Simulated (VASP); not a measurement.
# O (C2/m) in VASP: a series of runs

O is run at these levels: LDA; tasks: single point.

Everything below comes from runs of VASP 6.6.1. Logs are shortened: lines on timing, memory, paths and dates and some standing lists are left out, and cuts for length are marked.

### Step 1. The cell of the first run

The structure is monoclinic, space group C2/m (No. 12). Conventional cell: a = 5.703 Å, b = 3.325 Å, c = 4.363 Å, α = 90.00°, β = 123.29°, γ = 90.00°. O (site symmetry m) has 1 O at 1.22 Å within 1.6 Å.

### Step 2. Single point, LDA

INCAR

```
PREC = Accurate
ENCUT = 600
EDIFF = 1E-6
ISMEAR = -1
SIGMA = 0.05
LREAL = False
LASPH = True
NELM = 120
ALGO = Normal
ISIF = 2
LWAVE = False
LCHARG = True
GGA = CA
LELF = True
LVHAR = True
NBANDS = 13
GGA_COMPAT = False
```

KPOINTS

```
Automatic mesh
0
Gamma
  7 7 5
```

POSCAR

```
O
1.0
    2.8514028500     -1.6624159400      0.0000000000
    2.8514028500      1.6624159400      0.0000000000
   -2.3944914000      0.0000000000      3.6470501800
O
2
Direct
    0.0254538300      0.0254538300      0.1555740200
    0.9745461700      0.9745461700      0.8444259800
```

Potentials or basis: VASP PAW LDA potentials, release 64 (O).

The run is started by

```console
> cat potpaw_LDA.64/O/POTCAR > POTCAR
> mpirun -np 1 vasp_std > vasp.out
```

OUTCAR:

```text
PREC = Accurate
   ENCUT = 600
   EDIFF = 1E-6
   ISMEAR = -1
   LREAL = False
   LASPH = True
   NELM = 120
   ISIF = 2
   GGA = CA

 ion  position               nearest neighbor table
   1  0.025  0.025  0.156-   2 1.22
   2  0.975  0.975  0.844-   1 1.22

  LATTYP: Found a base centered monoclinic cell.
 ALAT       =     5.7028057000
 B/A-ratio  =     0.5830168613
 C/A-ratio  =     0.7650377978
 COS(beta)  =    -0.5488350187

  Lattice vectors:

 A1 = (   2.8514028500,  -1.6624159400,   0.0000000000)
 A2 = (   2.8514028500,   1.6624159400,   0.0000000000)
 A3 = (  -2.3944914000,   0.0000000000,   3.6470501800)

Analysis of symmetry for initial positions (statically):
=====================================================================
 Subroutine PRICEL returns:
 Original cell was already a primitive cell.

 Routine SETGRP: Setting up the symmetry group for a
 base centered monoclinic supercell.

 Subroutine GETGRP returns: Found  4 space group operations
 (whereof  4 operations were pure point group operations)
 out of a pool of  4 trial point group operations.

The static configuration has the point symmetry C_2h.

Analysis of symmetry for dynamics (positions and initial velocities):
=====================================================================
 Subroutine PRICEL returns:
 Original cell was already a primitive cell.

 Routine SETGRP: Setting up the symmetry group for a
 base centered monoclinic supercell.

 Subroutine GETGRP returns: Found  4 space group operations
 (whereof  4 operations were pure point group operations)
 out of a pool of  4 trial point group operations.

The dynamic configuration has the point symmetry C_2h.

 Subroutine INISYM returns: Found  4 space group operations
 (whereof  4 operations are pure point group operations),
 and found     1 'primitive' translations

----------------------------------------------------------------------------------------

                                     Primitive cell

  volume of cell :      34.5756

  direct lattice vectors                    reciprocal lattice vectors
     2.851402850 -1.662415940  0.000000000     0.175352283 -0.300767087  0.115128532
     2.851402850  1.662415940  0.000000000     0.175352283  0.300767087  0.115128532
    -2.394491400  0.000000000  3.647050180     0.000000000  0.000000000  0.274194198

  length of vectors
     3.300624936  3.300624936  4.362861914     0.366693118  0.366693118  0.274194198

  position of ions in fractional coordinates (direct lattice)
     0.025453830  0.025453830  0.155574020
     0.974546170  0.974546170  0.844425980

  ion indices of the primitive-cell ions
   primitive index   ion index
                 1           1
                 2           2

----------------------------------------------------------------------------------------

 KPOINTS: Automatic mesh

Automatic generation of k-mesh.
 Grid dimensions read from file:
 generate k-points for:    7    7    5

 Generating k-lattice:

  Cartesian coordinates                     Fractional coordinates (reciprocal lattice)
     0.025050326 -0.042966727  0.016446933     0.142857143  0.000000000  0.000000000
     0.025050326  0.042966727  0.016446933     0.000000000  0.142857143  0.000000000
     0.000000000  0.000000000  0.054838840     0.000000000  0.000000000  0.200000000

  Length of vectors
     0.052384731  0.052384731  0.054838840

  Shift w.r.t. Gamma in fractional coordinates (k-lattice)
     0.000000000  0.000000000  0.000000000

 Subroutine IBZKPT returns following result:
 ===========================================

 Found     72 irreducible k-points:

 Following reciprocal coordinates:
            Coordinates               Weight
  0.000000  0.000000  0.000000      1.000000
  0.142857  0.000000  0.000000      4.000000
  0.285714  0.000000  0.000000      4.000000
  0.428571  0.000000  0.000000      4.000000
  0.142857  0.142857  0.000000      2.000000
  0.285714  0.142857  0.000000      4.000000
[... 16 lines left out ...]
 -0.142857  0.000000  0.200000      4.000000
  0.142857  0.142857  0.200000      2.000000
 [... further k-points ...]
   k-points           NKPTS =     72   k-points in BZ     NKDIM =     72   number of bands    NBANDS=     13
   number of dos      NEDOS =    301   number of ions     NIONS =      2
   total plane-waves  NPLWV =  28224
   dimension x,y,z NGX =    28 NGY =   28 NGZ =   36
   dimension x,y,z NGXF=    56 NGYF=   56 NGZF=   72
   ions per type =               2
   NGX,Y,Z   is equivalent  to a cutoff of  14.10, 14.10, 13.72 a.u.
   NGXF,Y,Z  is equivalent  to a cutoff of  28.21, 28.21, 27.44 a.u.
 SYSTEM =  unknown system
   PREC   = accura    normal or accurate (medium, high low for compatibility)
   ISTART =      0    job   : 0-new  1-cont  2-samecut
   ICHARG =      2    charge: 1-file 2-atom 10-const
   ISPIN  =      1    spin polarized calculation?
   LNONCOLLINEAR =      F non collinear calculations
   LSORBIT =      F    spin-orbit coupling
   LASPH  =      T    aspherical Exc in radial PAW
   ENCUT  =  600.0 eV  44.10 Ry    6.64 a.u.   6.59  6.59  8.71*2*pi/ulx,y,z
   NELM   =    120;   NELMIN=  2; NELMDL= -5     # of ELM steps
   EDIFF  = 0.1E-05   stopping-criterion for ELM
   LREAL  =      F    real-space projection
   EDIFFG = 0.1E-04   stopping-criterion for IOM
   NSW    =      0    number of steps for IOM
   IBRION =     -1    ionic relax: 0-MD 1-quasi-New 2-CG
   NFREE  =      0    steps in history (QN), initial steepest desc. (CG)
   ISIF   =      2    stress and relaxation
   ISYM   =      2    0-nonsym 1-usesym 2-fastsym
   POTIM  = 0.5000    time-step for ionic-motion
   TEBEG  =    0.0;   TEEND  =   0.0 temperature during run
   PSTRESS=    0.0 pullay stress
   NELECT =      12.0000    total number of electrons
   NUPDOWN=      -1.0000    fix difference up-down
   EMIN   =  10.00;   EMAX   =-10.00  energy-range for DOS
   EFERMI =   0.00;   METHOD = LEGACY
   ISMEAR =    -1;   SIGMA  =   0.05  broadening in eV -4-tet -1-fermi 0-gaus
   EFERMI_NEDOS =   21; number of points for ismear=-14 and -15
   IALGO  =     38    algorithm
   IMIX   =      4    mixing-type and parameters
     AMIX     =   0.40;   BMIX     =  1.00
     AMIX_MAG =   1.60;   BMIX_MAG =  1.00
  volume/ion in A,a.u.               =      17.29       116.66
  Fermi-wavevector in a.u.,A,eV,Ry     =   1.150479  2.174089 18.008688  1.323601
  Thomas-Fermi vector in A             =   2.287142
   LORBIT       =      0    0 simple, 1 ext, 2 COOP (PROOUT), +10 PAW based schemes
   GGA     = CA    functional components
   LHFCALC =     F    Hartree Fock is set to
   AEXX    =    0.0000 exact exchange contribution
   IVDW    =     0    specifies the selected vdW correction
   LEPSILON=     F    determine dielectric tensor
   LRPA    =     F    only Hartree local field effects (RPA)
 non-spin polarized calculation
  energy-cutoff  :      600.00
  volume of cell :       34.58
 maximum number of plane-waves:      1174
   NGX = 13   NGY = 13   NGZ = 17

 number of electron      12.0000003 magnetization

 Free energy of the ion-electron system (eV)
  ---------------------------------------------------
  ext. energy  EPLUGINS =         0.00000000
  ---------------------------------------------------
  free energy    TOTEN  =       -10.00129731 eV

  energy without entropy =       -9.94967900  energy(sigma->0) =       -9.97548815

 E-fermi :  -2.1361     XC(G=0):  -8.0981

 val. band max:       -2.1391380472   @ k =  -0.4286   0.0000   0.2000
 cond. band min:      -2.1344676178   @ k =  -0.1429   0.4286   0.4000
 fundamental gap:      0.0046704295
 Fermi energy:        -2.1360953914

 k-point     1 :       0.0000    0.0000    0.0000
  band No.  band energies     occupation
      1     -28.4296      2.00000
      2     -15.4887      2.00000
      3      -9.9265      2.00000
      4      -8.4042      2.00000
      5      -8.3668      2.00000
      6      -2.2337      1.75125
      7      -1.9431      0.04127
      8       4.2410      0.00000
      9       8.1713      0.00000
     10      11.6804      0.00000
     11      12.9254      0.00000
     12      15.5796      0.00000
     13      16.5998      0.00000

 k-point     2 :       0.1429    0.0000    0.0000
  band No.  band energies     occupation
      1     -28.4083      2.00000
      2     -15.4955      2.00000
      3      -9.8915      2.00000
      4      -8.5558      2.00000
      5      -8.4057      2.00000
      6      -2.2069      1.60924
      7      -2.0177      0.17122
      8       4.6659      0.00000
      9       8.1495      0.00000
     10      11.2772      0.00000
     11      13.3699      0.00000
     12      14.4157      0.00000
     13      15.9502      0.00000

 k-point     3 :       0.2857    0.0000    0.0000
  band No.  band energies     occupation
      1     -28.3602      2.00000
      2     -15.5098      2.00000
      3      -9.7923      2.00000
      4      -8.9233      2.00000
      5      -8.4727      2.00000
      6      -2.2678      1.86601
      7      -2.0629      0.37595
      8       5.7627      0.00000
      9       8.1041      0.00000
     10      10.9456      0.00000
     11      11.6761      0.00000
     12      14.2440      0.00000
     13      15.4762      0.00000
[... 305 lines left out ...]
 k-point    23 :      -0.1429    0.0000    0.2000
  band No.  band energies     occupation
      1     -28.4035      2.00000
      2     -15.5919      2.00000
      3      -9.6728      2.00000
      4      -8.5455      2.00000
      5      -8.4491      2.00000
      6      -2.2336      1.75075
      7      -2.0029      0.13018
      8       4.4702      0.00000
      9       7.9371      0.00000
     10      10.6679      0.00000
     11      13.6682      0.00000
     12      15.1675      0.00000
     13      15.9149      0.00000

 k-point    24 :       0.1429    0.1429    0.2000
  band No.  band energies     occupation
      1     -28.3855      2.00000
      2     -15.7813      2.00000
      3      -9.4565      2.00000
      4      -8.5351      2.00000
      5      -8.5207      2.00000
      6      -2.0362      0.23895
      7      -1.8063      0.00273
      8       5.0349      0.00000
      9       6.8212      0.00000
     10       9.2616      0.00000
     11      13.7127      0.00000
     12      15.2083      0.00000
     13      16.3838      0.00000

 [... further k-points ...]
[... 5 lines left out ...]
  --------------------------------------------------------------------------------------
  -------------------------------------------------------------------------------------
  Total       -0.5089298     -1.2124383     -1.0260670      0.0000000      0.0000000      0.1853030
  in kB      -23.5829698    -56.1823910    -47.5462532      0.0000000      0.0000000      8.5866359
  external PRESSURE =     -42.4372047 kB  Pullay stress =       0.0000000 kB

 VOLUME and BASIS-vectors are now :
 -----------------------------------------------------------------------------
  energy-cutoff  :      600.00
  volume of cell :       34.58
      direct lattice vectors                 reciprocal lattice vectors
     2.851402850 -1.662415940  0.000000000     0.175352283 -0.300767087  0.115128532
     2.851402850  1.662415940  0.000000000     0.175352283  0.300767087  0.115128532
    -2.394491400  0.000000000  3.647050180     0.000000000  0.000000000  0.274194198

 POSITION                                       TOTAL-FORCE (eV/Angst)
 -----------------------------------------------------------------------------------
     -0.22736      0.00000      0.56739         0.155208      0.000000      0.002877
      3.53568      0.00000      3.07966        -0.155208      0.000000     -0.002877
 -----------------------------------------------------------------------------------
    total drift:                                0.000000      0.000000      0.000000

  FREE ENERGIE OF THE ION-ELECTRON SYSTEM (eV)
  ---------------------------------------------------
  free  energy   TOTEN  =       -10.0012973060 eV

  energy  without entropy=       -9.9496790018  energy(sigma->0) =       -9.97548815
```

Wall time 36 s (1 thread of AMD EPYC 7R43 (Zen 3), shared host); peak memory 0.12 GiB.

Results:

```yaml
Free_energy: -10.0013 eV
Pressure: -4.2 GPa
Largest_force: 0.155 eV/Å
Band_gap_on_the_k_mesh: zero (bands 6 and 7 overlap by 0.29 eV)
```

Forces on the atoms (eV/Å):
```
O    0.155  0.000  0.003
O   -0.155  0.000 -0.003
```

Stress tensor (GPa, compression positive):
```
-2.36  0.00  0.86
 0.00 -5.62  0.00
 0.86  0.00 -4.75
```

Caveat: the standard files for N, O and F lose accuracy on very short bonds; spin is off for a triplet molecule; the cell stands under tension.

### Step 3. Single point, LDA

INCAR

```
SYSTEM = O
PREC = Accurate
ENCUT = 600
EDIFF = 1E-6
ISMEAR = -1
SIGMA = 0.05
LREAL = .False.
LASPH = .True.
NELM = 120
ALGO = Normal
ISIF = 2
LWAVE = .False.
LCHARG = .False.
NBANDS = 13
GGA_COMPAT = .False.
```

KPOINTS

```
Automatic mesh
0
Gamma
  7 7 5
  0 0 0
```

POSCAR

```
O
1.0
    2.8799168785     -1.6790400994      0.0000000000
    2.8799168785      1.6790400994      0.0000000000
   -2.4184363140      0.0000000000      3.5751888834
O
2
Direct
    0.0254538300      0.0254538300      0.1555740200
    0.9745461700      0.9745461700      0.8444259800
```

Potentials or basis: VASP PAW LDA potentials, release 64 (O).

The run is started by

```console
> cat potpaw_LDA.64/O/POTCAR > POTCAR
> mpirun -np 1 vasp_std > vasp.out
```

Run time: 38 s. Hardware: 1 thread of AMD EPYC 7R43 (Zen 3), shared host; peak memory 0.11 GiB.

It converged, with:

```yaml
Free_energy: -9.9917 eV
Pressure: -1.4 GPa
Largest_force: 1.486 eV/Å
Band_gap_on_the_k_mesh: zero (bands 6 and 7 overlap by 0.27 eV)
```

Forces in eV/Å, atoms in the order of the input:
```
O   -0.501  0.000  1.399
O    0.501  0.000 -1.399
```

Stress tensor (GPa, compression positive):
```
-0.78  0.00 -2.58
 0.00 -5.38  0.00
-2.58  0.00  2.02
```

Levels at points of the mesh, in eV from the Fermi level:
```tsv
k point	band 3	band 4	band 5	band 6	band 7	band 8	band 9	band 10
(0.00, 0.00, 0.00)	-8.00	-6.63	-6.59	-0.13	0.16	6.21	10.85	14.06
```

Caveat: the standard files for N, O and F lose accuracy on very short bonds; spin is off for a triplet molecule; the stress differs along the axes, from -5 to 2 GPa; forces of over 1 eV/Å act on the atoms, so gaps and moduli don't describe the material at rest.

### Step 4. Single point, LDA

This run uses another cell than the first one, of the same volume but with other edges.

INCAR

```
PREC = Accurate ; ENCUT = 600
EDIFF = 1E-6 ; ISMEAR = -1
SIGMA = 0.05 ; LREAL = F
LASPH = T ; NELM = 120
ALGO = Normal ; ISIF = 2
LWAVE = F ; LCHARG = F
NBANDS = 13 ; GGA_COMPAT = F
```

KPOINTS

```
regular mesh
0
Gamma
  7 7 5
```

POSCAR

```
O
1.0
    2.9084309070     -1.6956642588      0.0000000000
    2.9084309070      1.6956642588      0.0000000000
   -2.4423812280      0.0000000000      3.5054307766
O
2
Direct
    0.0254538300      0.0254538300      0.1555740200
    0.9745461700      0.9745461700      0.8444259800
```

The run is started by

```console
> cat potpaw_LDA.64/O/POTCAR > POTCAR
> mpirun -np 1 vasp_std > vasp.out
```

Wall time 38 s (1 thread of AMD EPYC 7R43 (Zen 3), shared host); peak memory 0.12 GiB.

It converged, with:

```
Free energy            : -9.9564 eV
Pressure               : 1.6 GPa
Largest force          : 3.179 eV/Å
Band gap on the k mesh : zero (bands 6 and 7 overlap by 0.27 eV)
```

Forces on the atoms (eV/Å):
```
O   -1.230  0.000  2.932
O    1.230  0.000 -2.932
```

Stress tensor (GPa, compression positive):
```
 0.90  0.00 -6.29
 0.00 -5.20  0.00
-6.29  0.00  9.22
```

Levels at points of the mesh, in eV from the Fermi level:
```csv
k point,band 2,band 3,band 4,band 5,band 6,band 7,band 8,band 9,band 10,band 11
"(0.00, 0.00, 0.00)",-13.29,-8.21,-6.98,-6.95,-0.15,0.14,6.04,11.38,14.31,15.27
```

Caveat: the standard files for N, O and F lose accuracy on very short bonds; spin is off for a triplet molecule; the stress differs along the axes, from -5 to 9 GPa; forces of over 1 eV/Å act on the atoms, so gaps and moduli don't describe the material at rest.

### Step 5. Overview

```tsv
cell	gap on the mesh (eV)	pressure (GPa)	largest force (eV/Å)
a = 3.301, b = 3.301, c = 4.363 Å, angles 118.3, 118.3, 60.5°, 2 atoms	none	-4.2	0.16
a = 3.334, b = 3.334, c = 4.316 Å, angles 118.9, 118.9, 60.5°, 2 atoms	none	-1.4	1.49
a = 3.367, b = 3.367, c = 4.272 Å, angles 119.6, 119.6, 60.5°, 2 atoms	none	1.6	3.18
```

Alike in all rows: task single point; level LDA; potentials or basis VASP PAW LDA potentials, release 64 (O); no spin polarisation; k mesh 7 × 7 × 5; cutoff (eV) 600; smearing fermi-dirac 0.05 eV.

Caveats: the standard files for N, O and F lose accuracy on very short bonds; spin is off for a triplet molecule; forces of over 1 eV/Å act on the atoms, so gaps and moduli don't describe the material at rest (at least some runs); the cell stands under tension (at least some runs); the stress differs along the axes, from -5 to 2 GPa (at least some runs); the stress differs along the axes, from -5 to 9 GPa (at least some runs).

Absolute energies hang on the potentials; compare differences alone.
